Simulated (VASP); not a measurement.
# GaAs (P-6m2) in VASP: vibrations by perturbation theory with PBE

Aim: the vibrations by perturbation theory of GaAs with PBE.

Program: VASP 6.6.1. These are calculated values, not measurements. Logs are shortened: lines on timing, memory, paths and dates and some standing lists are left out, and cuts for length are marked.

**1. The cell of the first run**

Symmetry: P-6m2, No. 187, hexagonal system. Conventional cell: a = 3.606 Å, b = 3.606 Å, c = 3.573 Å, α = 90.00°, β = 90.00°, γ = 120.00°. Ga (site symmetry -6m2) has 6 As at 2.74 Å and 8 Ga at 3.57 to 3.61 Å within 3.7 Å. Within 3.7 Å of As (site symmetry -6m2) lie 6 Ga at 2.74 Å and 8 As at 3.57 to 3.61 Å.

**2. Vibrations by perturbation theory, PBE**

INCAR reads:

```
  PREC = Accurate
  ENCUT = 520
  EDIFF = 1E-8
  ISMEAR = -1
  SIGMA = 0.05
  LREAL = False
  LASPH = True
  NELM = 60
  ALGO = Normal
  ISIF = 2
  LWAVE = False
  LCHARG = False
  GGA = PE
  NBANDS = 16
  IBRION = 8
  NSW = 1
```

KPOINTS reads:

```
Automatic mesh
0
Gamma
  9 9 8
```

POSCAR reads:

```
GaAs
1.0
    3.6064012100      0.0000000000      0.0000000000
   -1.8032006000      3.1232350600      0.0000000000
    0.0000000000      0.0000000000      3.5731941600
Ga As
1 1
Direct
    0.3333333300      0.6666666700      0.5000000000
    0.0000000000      0.0000000000      0.0000000000
```

Potentials or basis: VASP PAW PBE potentials, release 64 (Ga_d, As).

Run with:

```console
> cat potpaw_PBE.64/Ga_d/POTCAR potpaw_PBE.64/As/POTCAR > POTCAR
> mpirun -np 1 vasp_std > vasp.out
```

OUTCAR:

```text
PREC = Accurate
   ENCUT = 520
   EDIFF = 1E-8
   ISMEAR = -1
   LREAL = False
   LASPH = True
   NELM = 60
   ISIF = 2
   GGA = PE
   IBRION = 8
   NSW = 1

 ion  position               nearest neighbor table
   1  0.333  0.667  0.500-   2 2.74   2 2.74   2 2.74   2 2.74   2 2.74   2 2.74
   2  0.000  0.000  0.000-   1 2.74   1 2.74   1 2.74   1 2.74   1 2.74   1 2.74

  LATTYP: Found a hexagonal cell.
 ALAT       =     3.6064012100
 C/A-ratio  =     0.9907921920

  Lattice vectors:

 A1 = (   3.6064012100,   0.0000000000,   0.0000000000)
 A2 = (  -1.8032006000,   3.1232350600,   0.0000000000)
 A3 = (   0.0000000000,   0.0000000000,   3.5731941600)

Analysis of symmetry for initial positions (statically):
=====================================================================
 Subroutine PRICEL returns:
 Original cell was already a primitive cell.

 Routine SETGRP: Setting up the symmetry group for a
 hexagonal supercell.

 Subroutine GETGRP returns: Found 12 space group operations
 (whereof 12 operations were pure point group operations)
 out of a pool of 24 trial point group operations.

The static configuration has the point symmetry D_3h.

Analysis of symmetry for dynamics (positions and initial velocities):
=====================================================================
 Subroutine PRICEL returns:
 Original cell was already a primitive cell.

 Routine SETGRP: Setting up the symmetry group for a
 hexagonal supercell.

 Subroutine GETGRP returns: Found 12 space group operations
 (whereof 12 operations were pure point group operations)
 out of a pool of 24 trial point group operations.

The dynamic configuration has the point symmetry D_3h.

 Subroutine INISYM returns: Found 12 space group operations
 (whereof 12 operations are pure point group operations),
 and found     1 'primitive' translations

----------------------------------------------------------------------------------------

[... 615 lines left out ...]
  external PRESSURE =      -3.6289156 kB  Pullay stress =       0.0000000 kB

 VOLUME and BASIS-vectors are now :
 -----------------------------------------------------------------------------
  energy-cutoff  :      520.00
  volume of cell :       40.25
      direct lattice vectors                 reciprocal lattice vectors
     3.606401210  0.000000000  0.000000000     0.277284734  0.160090416  0.000000000
    -1.803200600  3.123235060  0.000000000     0.000000000  0.320180832  0.000000000
     0.000000000  0.000000000  3.573194160     0.000000000  0.000000000  0.279861646

 POSITION                                       TOTAL-FORCE (eV/Angst)
 -----------------------------------------------------------------------------------
     -0.00000      2.08216      1.78660        -0.000000      0.000000      0.000000
      0.00000      0.00000      0.00000         0.000000     -0.000000      0.000000
 -----------------------------------------------------------------------------------
    total drift:                                0.000008     -0.000005      0.000000

  FREE ENERGIE OF THE ION-ELECTRON SYSTEM (eV)
  ---------------------------------------------------
  free  energy   TOTEN  =        -7.4020977226 eV

  energy  without entropy=       -7.3942835035  energy(sigma->0) =       -7.39819061

[... ionic steps 2 to 3 ...]

--------------------------------------- Ionic step        4  -------------------------------------------

------------------------ aborting loop because EDIFF is reached ----------------------------------------
[... 11 lines left out ...]
[... ionic steps 8 to 8 ...]

--------------------------------------- Ionic step        9  -------------------------------------------

 Free energy of the ion-electron system (eV)
  ---------------------------------------------------
  ---------------------------------------------------
  free energy    TOTEN  =        -0.04257217 eV

  energy without entropy =       -0.04257217

------------------------ aborting loop because EDIFF is reached ----------------------------------------

 INTERNAL STRAIN TENSOR  FOR ION    2  DIRECTION 3   (eV/Angst):
 -----------------------------------------------------------------------------
     0.05275  0.00000  0.00000
     0.00000  0.05275 -0.00000
    -0.00000  0.00000 -0.10315

 INTERNAL STRAIN TENSOR FOR ION    2 for displacements in x,y,z  (eV/Angst):
          X           Y           Z          XY          YZ          ZX
  --------------------------------------------------------------------------------
  x    -0.00000     0.00000    -0.00000    -1.87667     0.00000     0.00000
  y    -1.87667     1.87667     0.00000     0.00000     0.00000     0.00000
  z     0.00000     0.00000     0.00000     0.00000    -0.00000    -0.00000

 SECOND DERIVATIVES (NOT SYMMETRIZED)
 ------------------------------------
               1X          1Y          1Z          2X          2Y          2Z
  1X    -1.944739   -0.000000    0.000000    1.944739    0.000000    0.000000
  1Y    -0.000000   -1.944739    0.000000    0.000000    1.944739    0.000000
  1Z    -0.000000    0.000000   -1.563091    0.000000   -0.000000    1.563091
  2X     1.950534    0.000000    0.000000   -1.950534   -0.000000    0.000000
  2Y     0.000000    1.950534    0.000000   -0.000000   -1.950534    0.000000
  2Z     0.000000    0.000000    1.549789    0.000000    0.000000   -1.549789

 Eigenvectors and eigenvalues of the dynamical matrix
 ----------------------------------------------------

   1 f  =    3.630381 THz    22.810354 2PiTHz  121.096463 cm-1    15.014041 meV
             X         Y         Z           dx          dy          dz
     -0.000000  2.082157  1.786597    -0.650055   -0.307665   -0.000000
      0.000000  0.000000  0.000000     0.628028    0.297240    0.000000
[... 21 lines left out ...]
   6 f/i=    0.006929 THz     0.043538 2PiTHz    0.231135 cm-1     0.028657 meV
             X         Y         Z           dx          dy          dz
     -0.000000  2.082157  1.786597    -0.000000   -0.000000   -0.692745
      0.000000  0.000000  0.000000    -0.000000   -0.000000   -0.721183

--------------------------------------------------------------------------------------------------------

 ELASTIC MODULI CONTR FROM IONIC RELAXATION (kBar)
 Direction    XX          YY          ZZ          XY          YZ          ZX
 --------------------------------------------------------------------------------
 XX         -71.4293     71.4293     -0.0000     -0.0000      0.0000      0.0000
 YY          71.4293    -71.4293      0.0000     -0.0000      0.0000      0.0000
 ZZ          -0.0000      0.0000     -0.0000     -0.0000      0.0000      0.0000
 XY          -0.0000     -0.0000     -0.0000    -71.4293      0.0000      0.0000
 YZ           0.0000      0.0000      0.0000      0.0000     -0.0000     -0.0000
 ZX           0.0000      0.0000      0.0000      0.0000     -0.0000     -0.0000
 --------------------------------------------------------------------------------
```

stdout:

```text
POSCAR found type information on POSCAR GaAs
 POSCAR found :  2 types and       2 ions
 scaLAPACK will be used
 LDA part: xc-table for (Slater+PW92), standard interpolation
 POSCAR, INCAR and KPOINTS ok, starting setup
 FFT: planning ... GRIDC
 FFT: planning ... GRID_SOFT
 FFT: planning ... GRID
 WAVECAR not read
 entering main loop
 Linear response reoptimize wavefunctions to high precision
 Linear response DOF=           4
 Linear response progress:
 first order change of Fermi-energy   0.25823E-04
 force on displaced ion       1 direction 1 :  -1.945  -0.000   0.000
 Linear response progress:
 first order change of Fermi-energy   0.72791E-03
 force on displaced ion       1 direction 3 :   0.000   0.000  -1.563
 Linear response progress:
 first order change of Fermi-energy  -0.12971E-03
 force on displaced ion       2 direction 1 :  -1.951  -0.000   0.000
 Linear response progress:
 first order change of Fermi-energy  -0.90347E-03
 force on displaced ion       2 direction 3 :   0.000   0.000  -1.550
 Linear response finished
```

Wall time 6.8 min (1 thread of AMD EPYC 7R13 (Zen 3), shared host); peak memory 0.45 GiB.

What came out:

```
Highest phonon frequency at Γ, LO-TO splitting left out : 121 cm⁻¹
```

Phonon frequencies in cm⁻¹ (negative: imaginary):
```
              q point        frequencies
(0.000, 0.000, 0.000)  0 0 0 108 121 121
```
